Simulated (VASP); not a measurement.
# TaN (P-1) in VASP: further runs

The runs below take TaN through single point, with PBE.

All numbers are computed with VASP 6.6.1; they aren't measurements. Logs are shortened: lines on timing, memory, paths and dates and some standing lists are left out, and cuts for length are marked.

## (1) The cell of the first run

The typed cell holds 4 atoms: a = 3.048 Å, b = 3.061 Å, c = 4.918 Å, α = 90.21°, β = 90.57°, γ = 120.43°.

## (2) Single point, PBE (equal xy, yz and zx shear strains of -1 %)

Contents of INCAR:

```
ALGO = Normal
EDIFF = 1E-6
ENCUT = 520
GGA = PE
ISIF = 2
ISMEAR = -1
LASPH = True
LCHARG = True
LELF = True
LREAL = False
LVHAR = True
LWAVE = False
NBANDS = 24
NELM = 100
PREC = Accurate
SIGMA = 0.01
```

Contents of KPOINTS:

```
k-points
0
Gamma
  9 9 5
```

Contents of POSCAR:

```
TaN
1.0
    3.0480019786     -0.0152400099     -0.0152400099
   -1.5371992250      2.6472671492     -0.0055782308
   -0.0245900000     -0.0245900000      4.9180000000
Ta N
2 2
Direct
    0.0000000000      0.0000000000      0.0000000000
    0.0000000000      0.0000000000      0.5000000000
    0.3333333333      0.6666666667      0.2500000000
    0.6666666667      0.3333333333      0.7500000000
```

Potentials or basis: VASP PAW PBE potentials, release 64 (Ta_pv, N).

On the command line:

```sh
cat potpaw_PBE.64/Ta_pv/POTCAR potpaw_PBE.64/N/POTCAR > POTCAR
mpirun -np 1 vasp_std > vasp.out
```

OUTCAR:

```text
EDIFF = 1E-6
   ENCUT = 520
   GGA = PE
   ISIF = 2
   ISMEAR = -1
   LASPH = True
   LREAL = False
   NELM = 100
   PREC = Accurate

 ion  position               nearest neighbor table
   1  0.000  0.000  0.000-   3 2.14   4 2.14   4 2.15   3 2.15   4 2.15   3 2.15   2 2.46   2 2.46

   2  0.000  0.000  0.500-   4 2.13   3 2.13   4 2.16   3 2.16   4 2.16   3 2.16   1 2.46   1 2.46

   3  0.333  0.667  0.250-   2 2.13   1 2.14   1 2.15   1 2.15   2 2.16   2 2.16
   4  0.667  0.333  0.750-   2 2.13   1 2.14   1 2.15   1 2.15   2 2.16   2 2.16

  LATTYP: Found a triclinic cell.
 ALAT       =     3.0348847130
 B/A-ratio  =     1.0043472705
 C/A-ratio  =     1.6205304035
 COS(alpha) =     0.0099745013
 COS(beta)  =     0.0136846555
 COS(gamma) =     0.4934979113

  Lattice vectors:

 A1 = (   1.5108027536,   2.6320271393,  -0.0208182407)
 A2 = (   3.0480019786,  -0.0152400099,  -0.0152400099)
 A3 = (   0.0245900000,   0.0245900000,  -4.9180000000)

Analysis of symmetry for initial positions (statically):
=====================================================================
 Subroutine PRICEL returns:
 Original cell was already a primitive cell.

 Routine SETGRP: Setting up the symmetry group for a
 triclinic supercell.

 Subroutine GETGRP returns: Found  2 space group operations
 (whereof  2 operations were pure point group operations)
 out of a pool of  2 trial point group operations.

The static configuration has the point symmetry S_2 .

Analysis of symmetry for dynamics (positions and initial velocities):
=====================================================================
 Subroutine PRICEL returns:
 Original cell was already a primitive cell.

 Routine SETGRP: Setting up the symmetry group for a
 triclinic supercell.

 Subroutine GETGRP returns: Found  2 space group operations
 (whereof  2 operations were pure point group operations)
 out of a pool of  2 trial point group operations.

The dynamic configuration has the point symmetry S_2 .

 Subroutine INISYM returns: Found  2 space group operations
 (whereof  2 operations are pure point group operations),
 and found     1 'primitive' translations

----------------------------------------------------------------------------------------

                                     Primitive cell

  volume of cell :      39.5655

  direct lattice vectors                    reciprocal lattice vectors
     3.048001979 -0.015240010 -0.015240010     0.329052167  0.191077521  0.002600648
    -1.537199225  2.647267149 -0.005578231     0.001903807  0.378857551  0.001903807
    -0.024590000 -0.024590000  4.918000000     0.001021834  0.001021834  0.203344907

  length of vectors
     3.048078178  3.061214781  4.918122948     0.380516374  0.378867118  0.203350042

  position of ions in fractional coordinates (direct lattice)
     0.000000000  0.000000000  0.000000000
     0.000000000  0.000000000  0.500000000
     0.333333333  0.666666667  0.250000000
     0.666666667  0.333333333  0.750000000

  ion indices of the primitive-cell ions
   primitive index   ion index
                 1           1
                 2           2
                 3           3
                 4           4

----------------------------------------------------------------------------------------

 KPOINTS: k-points

Automatic generation of k-mesh.
 Grid dimensions read from file:
 generate k-points for:    9    9    5

 Generating k-lattice:

  Cartesian coordinates                     Fractional coordinates (reciprocal lattice)
     0.036561352  0.021230836  0.000288961     0.111111111  0.000000000 -0.000000000
     0.000211534  0.042095283  0.000211534     0.000000000  0.111111111  0.000000000
     0.000204367  0.000204367  0.040668981    -0.000000000 -0.000000000  0.200000000

  Length of vectors
     0.042279597  0.042096346  0.040670008

  Shift w.r.t. Gamma in fractional coordinates (k-lattice)
     0.000000000  0.000000000  0.000000000

 Subroutine IBZKPT returns following result:
 ===========================================

 Found    203 irreducible k-points:

 Following reciprocal coordinates:
            Coordinates               Weight
  0.000000  0.000000  0.000000      1.000000
  0.111111 -0.000000  0.000000      2.000000
  0.222222 -0.000000  0.000000      2.000000
  0.333333 -0.000000  0.000000      2.000000
  0.444444 -0.000000  0.000000      2.000000
 -0.000000  0.111111  0.000000      2.000000
[... 16 lines left out ...]
 -0.111111  0.222222  0.000000      2.000000
 -0.000000  0.333333  0.000000      2.000000
 [... further k-points ...]
   k-points           NKPTS =    203   k-points in BZ     NKDIM =    203   number of bands    NBANDS=     24
   number of dos      NEDOS =    301   number of ions     NIONS =      4
   total plane-waves  NPLWV =  23040
   dimension x,y,z NGX =    24 NGY =   24 NGZ =   40
   dimension x,y,z NGXF=    48 NGYF=   48 NGZF=   80
   ions per type =               2   2
   NGX,Y,Z   is equivalent  to a cutoff of  13.09, 13.03, 13.52 a.u.
   NGXF,Y,Z  is equivalent  to a cutoff of  26.18, 26.07, 27.04 a.u.
 SYSTEM =  unknown system
   PREC   = accura    normal or accurate (medium, high low for compatibility)
   ISTART =      0    job   : 0-new  1-cont  2-samecut
   ICHARG =      2    charge: 1-file 2-atom 10-const
   ISPIN  =      1    spin polarized calculation?
   LNONCOLLINEAR =      F non collinear calculations
   LSORBIT =      F    spin-orbit coupling
   LASPH  =      T    aspherical Exc in radial PAW
   ENCUT  =  520.0 eV  38.22 Ry    6.18 a.u.   5.67  5.69  9.14*2*pi/ulx,y,z
   NELM   =    100;   NELMIN=  2; NELMDL= -5     # of ELM steps
   EDIFF  = 0.1E-05   stopping-criterion for ELM
   LREAL  =      F    real-space projection
   EDIFFG = 0.1E-04   stopping-criterion for IOM
   NSW    =      0    number of steps for IOM
   IBRION =     -1    ionic relax: 0-MD 1-quasi-New 2-CG
   NFREE  =      0    steps in history (QN), initial steepest desc. (CG)
   ISIF   =      2    stress and relaxation
   ISYM   =      2    0-nonsym 1-usesym 2-fastsym
   POTIM  = 0.5000    time-step for ionic-motion
   TEBEG  =    0.0;   TEEND  =   0.0 temperature during run
   PSTRESS=    0.0 pullay stress
   NELECT =      32.0000    total number of electrons
   NUPDOWN=      -1.0000    fix difference up-down
   EMIN   =  10.00;   EMAX   =-10.00  energy-range for DOS
   EFERMI =   0.00;   METHOD = LEGACY
   ISMEAR =    -1;   SIGMA  =   0.01  broadening in eV -4-tet -1-fermi 0-gaus
   EFERMI_NEDOS =   21; number of points for ismear=-14 and -15
   IALGO  =     38    algorithm
   IMIX   =      4    mixing-type and parameters
     AMIX     =   0.40;   BMIX     =  1.00
     AMIX_MAG =   1.60;   BMIX_MAG =  1.00
  volume/ion in A,a.u.               =       9.89        66.75
  Fermi-wavevector in a.u.,A,eV,Ry     =   1.525290  2.882381 31.654096  2.326510
  Thomas-Fermi vector in A             =   2.633481
   LORBIT       =      0    0 simple, 1 ext, 2 COOP (PROOUT), +10 PAW based schemes
   GGA     = PE    functional components
   LHFCALC =     F    Hartree Fock is set to
   AEXX    =    0.0000 exact exchange contribution
   IVDW    =     0    specifies the selected vdW correction
   LEPSILON=     F    determine dielectric tensor
   LRPA    =     F    only Hartree local field effects (RPA)
 non-spin polarized calculation
  energy-cutoff  :      520.00
  volume of cell :       39.57
 maximum number of plane-waves:      1087
   NGX = 11   NGY = 11   NGZ = 19

 number of electron      32.0000003 magnetization

 Free energy of the ion-electron system (eV)
  ---------------------------------------------------
  ext. energy  EPLUGINS =         0.00000000
  ---------------------------------------------------
  free energy    TOTEN  =       -41.28164383 eV

  energy without entropy =      -41.28055623  energy(sigma->0) =      -41.28110003

 E-fermi :   9.8878     XC(G=0): -13.7474

 val. band max:        9.8868602062   @ k =   0.3333   0.2222   0.2000
 cond. band min:       9.8920790453   @ k =   0.2222  -0.4444   0.4000
 fundamental gap:      0.0052188391
 Fermi energy:         9.8878223019

 k-point     1 :       0.0000    0.0000    0.0000
  band No.  band energies     occupation
      1     -27.2741      2.00000
      2     -25.4442      2.00000
      3     -25.4319      2.00000
      4     -25.0689      2.00000
      5     -25.0568      2.00000
      6     -24.2369      2.00000
[... 16 lines left out ...]
     23      14.9721      0.00000
     24      16.5570      0.00000

 k-point     2 :       0.1111   -0.0000    0.0000
  band No.  band energies     occupation
      1     -27.2468      2.00000
      2     -25.5497      2.00000
      3     -25.4679      2.00000
      4     -25.1468      2.00000
      5     -25.0874      2.00000
      6     -24.2264      2.00000
[... 16 lines left out ...]
     23      15.4731      0.00000
     24      16.4605      0.00000

 k-point     3 :       0.2222   -0.0000    0.0000
  band No.  band energies     occupation
      1     -27.1768      2.00000
      2     -25.8333      2.00000
      3     -25.5300      2.00000
      4     -25.3663      2.00000
      5     -25.1368      2.00000
      6     -24.1996      2.00000
[... 16 lines left out ...]
     23      16.6271      0.00000
     24      16.6740      0.00000
[... 514 lines left out ...]
 k-point    23 :      -0.1111    0.2222    0.0000
  band No.  band energies     occupation
      1     -27.2009      2.00000
      2     -25.7363      2.00000
      3     -25.5121      2.00000
      4     -25.2920      2.00000
      5     -25.1204      2.00000
      6     -24.2088      2.00000
[... 16 lines left out ...]
     23      16.2566      0.00000
     24      16.5050      0.00000

 k-point    24 :      -0.0000    0.3333    0.0000
  band No.  band energies     occupation
      1     -27.0996      2.00000
      2     -26.1334      2.00000
      3     -25.6053      2.00000
      4     -25.5878      2.00000
      5     -25.1829      2.00000
      6     -24.1703      2.00000
[... 16 lines left out ...]
     23      17.0072      0.00000
     24      17.3226      0.00000

 [... further k-points ...]

------------------------ aborting loop because EDIFF is reached ----------------------------------------

  FORCE on cell =-STRESS in cart. coord.  units (eV):
  Direction    XX          YY          ZZ          XY          YZ          ZX
  --------------------------------------------------------------------------------------
  -------------------------------------------------------------------------------------
  Total        8.0310987      8.0584688     29.2198240      0.3347604      0.6239848      0.6252245
  in kB      325.2135129    326.3218437   1183.2355646     13.5558787     25.2678130     25.3180127
  external PRESSURE =     611.5903071 kB  Pullay stress =       0.0000000 kB

 VOLUME and BASIS-vectors are now :
 -----------------------------------------------------------------------------
  energy-cutoff  :      520.00
  volume of cell :       39.57
      direct lattice vectors                 reciprocal lattice vectors
     3.048001979 -0.015240010 -0.015240010     0.329052167  0.191077521  0.002600648
    -1.537199225  2.647267149 -0.005578231     0.001903807  0.378857551  0.001903807
    -0.024590000 -0.024590000  4.918000000     0.001021834  0.001021834  0.203344907

 POSITION                                       TOTAL-FORCE (eV/Angst)
 -----------------------------------------------------------------------------------
      0.00000      0.00000      0.00000        -0.000000      0.000000      0.000000
     -0.01230     -0.01230      2.45900        -0.000000      0.000000     -0.000000
     -0.01495      1.75362      1.22070        -0.224720     -0.000193     -0.009637
      1.50116      0.85382      3.67648         0.224720      0.000193      0.009637
 -----------------------------------------------------------------------------------
    total drift:                               -0.000000      0.000000      0.000000

  FREE ENERGIE OF THE ION-ELECTRON SYSTEM (eV)
  ---------------------------------------------------
  free  energy   TOTEN  =       -41.2816438303 eV

  energy  without entropy=      -41.2805562270  energy(sigma->0) =      -41.28110003
```

Run time: 3.8 min. Hardware: 1 thread of Intel Xeon 8259CL, shared host; peak memory 0.29 GiB.

What came out:

| Property | Result |
| --- | --- |
| Free energy | -41.2816 eV |
| Pressure | 61.2 GPa |
| Largest force | 0.225 eV/Å |
| Band gap on the k mesh | zero (bands 16 and 17 overlap by 2.50 eV) |

Forces on the atoms (eV/Å):
```
Ta   0.000  0.000  0.000
Ta   0.000  0.000  0.000
N   -0.225  0.000 -0.010
N    0.225  0.000  0.010
```

Stress tensor (GPa, compression positive):
```
 32.52   1.36   2.53
  1.36  32.63   2.53
  2.53   2.53 118.32
```

Caveat: the cell differs from its parent crystal (equal xy, yz and zx shear strains of -1 %); the cell stands under pressure; spin-orbit coupling is left out, which moves the levels of the heavy elements.

## (3) Single point, PBE (equal xy, yz and zx shear strains of +2 %)

Contents of INCAR:

```
SYSTEM = TaN
PREC = Accurate
ENCUT = 520
EDIFF = 1E-6
ISMEAR = -1
SIGMA = 0.01
LREAL = .False.
LASPH = .True.
NELM = 80
ALGO = Normal
ISIF = 2
LWAVE = .False.
LCHARG = .False.
GGA = PE
NBANDS = 24
```

Contents of KPOINTS:

```
Automatic mesh
0
Gamma
  9 9 5
  0 0 0
```

Contents of POSCAR:

```
TaN
1.0
    3.0480019786      0.0304800198      0.0304800198
   -1.4976045179      2.6244071343      0.0111564616
    0.0491800000      0.0491800000      4.9180000000
Ta N
2 2
Direct
    0.0000000000      0.0000000000      0.0000000000
    0.0000000000      0.0000000000      0.5000000000
    0.3333333333      0.6666666667      0.2500000000
    0.6666666667      0.3333333333      0.7500000000
```

Potentials or basis: VASP PAW PBE potentials, release 64 (Ta_pv, N).

On the command line:

```sh
cat potpaw_PBE.64/Ta_pv/POTCAR potpaw_PBE.64/N/POTCAR > POTCAR
mpirun -np 1 vasp_std > vasp.out
```

OUTCAR:

```text
SYSTEM = TaN
   PREC = Accurate
   ENCUT = 520
   EDIFF = 1E-6
   ISMEAR = -1
   LREAL = .False.
   LASPH = .True.
   NELM = 80
   ISIF = 2
   GGA = PE

 ion  position               nearest neighbor table
   1  0.000  0.000  0.000-   4 2.13   3 2.13   4 2.14   3 2.14   4 2.17   3 2.17   2 2.46   2 2.46

   2  0.000  0.000  0.500-   3 2.13   4 2.13   4 2.13   3 2.13   4 2.19   3 2.19   1 2.46   1 2.46

   3  0.333  0.667  0.250-   2 2.13   2 2.13   1 2.13   1 2.14   1 2.17   2 2.19
   4  0.667  0.333  0.750-   2 2.13   2 2.13   1 2.13   1 2.14   1 2.17   2 2.19

[... 852 lines left out ...]
  --------------------------------------------------------------------------------------
  -------------------------------------------------------------------------------------
  Total        8.1243479      8.1169976     29.3153789     -0.6171811     -1.1953379     -1.1750655
  in kB      329.0628737    328.7651659   1187.3694985    -24.9978698    -48.4151272    -47.5940283
  external PRESSURE =     615.0658461 kB  Pullay stress =       0.0000000 kB

 VOLUME and BASIS-vectors are now :
 -----------------------------------------------------------------------------
  energy-cutoff  :      520.00
  volume of cell :       39.56
      direct lattice vectors                 reciprocal lattice vectors
     3.048001979  0.030480020  0.030480020     0.326272947  0.186207775 -0.005124807
    -1.497604518  2.624407134  0.011156462    -0.003751619  0.378913546 -0.003751619
     0.049180000  0.049180000  4.918000000    -0.002013613 -0.002013613  0.203374961

 POSITION                                       TOTAL-FORCE (eV/Angst)
 -----------------------------------------------------------------------------------
      0.00000      0.00000      0.00000         0.000000     -0.000000      0.000000
      0.02459      0.02459      2.45900        -0.000000      0.000000      0.000000
      0.02989      1.77206      1.24710         0.401178      0.012004     -0.026803
      1.56968      0.93201      3.71254        -0.401178     -0.012004      0.026803
 -----------------------------------------------------------------------------------
    total drift:                               -0.000000      0.000000      0.000000

  FREE ENERGIE OF THE ION-ELECTRON SYSTEM (eV)
  ---------------------------------------------------
  free  energy   TOTEN  =       -41.2565330588 eV

  energy  without entropy=      -41.2554779526  energy(sigma->0) =      -41.25600551
```

OSZICAR:

```text
N       E                     dE             d eps       ncg     rms          rms(c)
DAV:   1     0.274608019365E+03    0.27461E+03   -0.17380E+04  9744   0.143E+03
DAV:   2    -0.327234411694E+02   -0.30733E+03   -0.29284E+03 11536   0.417E+02
DAV:   3    -0.464493053143E+02   -0.13726E+02   -0.13485E+02 12368   0.862E+01
DAV:   4    -0.466072074873E+02   -0.15790E+00   -0.15743E+00 10904   0.952E+00
DAV:   5    -0.466092866494E+02   -0.20792E-02   -0.20786E-02 12592   0.875E-01    0.408E+01
DAV:   6    -0.414450027720E+02    0.51643E+01   -0.19307E+01 11808   0.309E+01    0.184E+01
DAV:   7    -0.413059424141E+02    0.13906E+00   -0.10761E+00 10672   0.768E+00    0.111E+01
DAV:   8    -0.412623934324E+02    0.43549E-01   -0.12376E-01 12272   0.276E+00    0.151E+00
DAV:   9    -0.412567830551E+02    0.56104E-02   -0.15590E-02 11768   0.104E+00    0.394E-01
DAV:  10    -0.412565858170E+02    0.19724E-03   -0.17196E-03 11920   0.492E-01    0.247E-01
DAV:  11    -0.412565631844E+02    0.22633E-04   -0.58028E-04 11888   0.245E-01    0.604E-02
DAV:  12    -0.412565327839E+02    0.30400E-04   -0.59751E-05 11480   0.724E-02    0.109E-02
DAV:  13    -0.412565330588E+02   -0.27490E-06   -0.22637E-06  9808   0.122E-02
   1 F= -.41256533E+02 E0= -.41256006E+02  d E =-.105511E-02
```

stdout:

```text
POSCAR found type information on POSCAR TaN
 POSCAR found :  2 types and       4 ions
 scaLAPACK will be used
 LDA part: xc-table for (Slater+PW92), standard interpolation
 POSCAR, INCAR and KPOINTS ok, starting setup
 FFT: planning ... GRIDC
 FFT: planning ... GRID_SOFT
 FFT: planning ... GRID
 WAVECAR not read
 entering main loop
```

Wall time 2.9 min (1 thread of Intel Xeon 8259CL, shared host); peak memory 0.29 GiB.

Results:

```
Free energy            : -41.2565 eV
Pressure               : 61.5 GPa
Largest force          : 0.402 eV/Å
Band gap on the k mesh : zero (bands 16 and 17 overlap by 2.47 eV)
```

Forces in eV/Å, atoms in the order of the input:
```
Ta   0.000  0.000  0.000
Ta   0.000  0.000  0.000
N    0.401  0.012 -0.027
N   -0.401 -0.012  0.027
```

Levels at points of the mesh, in eV from the Fermi level:
```csv
k point,band 12,band 13,band 14,band 15,band 16,band 17,band 18,band 19,band 20,band 21
"(0.00, 0.00, 0.00)",-5.24,-3.73,-3.57,-3.55,-1.93,-1.72,-0.79,-0.42,2.86,4.41
```

Caveat: the cell differs from its parent crystal (equal xy, yz and zx shear strains of +2 %); the cell stands under pressure; spin-orbit coupling is left out, which moves the levels of the heavy elements.
